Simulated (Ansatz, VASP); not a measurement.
# Two plane-wave programs on Eu

```
Eu
1.0
    -2.05443    2.05443    2.05443
     2.05443   -2.05443    2.05443
     2.05443    2.05443   -2.05443
Eu
1
Direct
  0.00000 0.00000 0.00000
```

Alike in both runs: task single point; functional LDA; k mesh 7 × 7 × 7; occupations fermi-dirac, width 0.05 eV; collinear spin.

```csv
,VASP,Ansatz
version,VASP 6.6.1,Ansatz 0.2.0
potentials or method,"VASP PAW PBE potentials, release 64 (Eu), cutoff 520 eV","plane waves (420 eV) with PAW, scalar-relativistic"
valence electrons in the cell,17,17
```

|  | VASP | Ansatz | Ansatz less VASP |
| --- | --- | --- | --- |
| pressure (GPa) | -0.3 | -0.1 | +0.24 |
| net moment per atom (μB) | 7.13 | 7.18 | +0.048 |
| size of the moment on the site where the two differ most (μB) | 6.64 | 6.94 | +0.295 |

VASP's potentials were made for PBE, not for LDA, and Ansatz warns of the same on its side. LDA's correlation is that of Perdew and Zunger in VASP and of Perdew and Wang (1992) in Ansatz. Site moments also hang on the region over which each program counts them.

Spin-orbit coupling is off throughout.
